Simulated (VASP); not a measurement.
Here is a VASP 6.6.1 calculation.

Contents of INCAR:

```
ALGO = Normal
EDIFF = 1E-6
ENCUT = 520
GGA = CA
ISIF = 2
ISMEAR = 0
LASPH = T
LCHARG = F
LREAL = F
LWAVE = F
NBANDS = 28
NELM = 60
PREC = Accurate
SIGMA = 0.1
```

The input KPOINTS:

```
k-points
0
Gamma
  12 12 10
```

POSCAR

```
SnO
1.0
    3.7668771934      0.0000000000      0.0000000000
    0.0000000000      3.7668771934      0.0000000000
    0.0000000000      0.0000000000      4.6553197995
Sn O
2 2
Direct
    0.0000000000      0.5000000000      0.2457459271
    0.5000000000      0.0000000000      0.7542540729
    0.0000000000      0.0000000000      0.0000000000
    0.5000000000      0.5000000000      0.0000000000
```

Potentials or basis: VASP PAW LDA potentials, release 64 (Sn_d, O).

Command:

```bash
$ cat potpaw_LDA.64/Sn_d/POTCAR potpaw_LDA.64/O/POTCAR > POTCAR
$ mpirun -np 1 vasp_std > vasp.out
```

(1) What does it give for the pressure?

(2) What does it give for the largest force?

(3) Predict the band gap on the k mesh.

## Answers

(1) 0.4 GPa.

(2) 0.122 eV/Å.

(3) zero (band 20 reaches 7.63 eV, above the bottom of band 21 at 7.41 eV).

Caveat: spin-orbit coupling is left out, which moves the levels of the heavy elements.
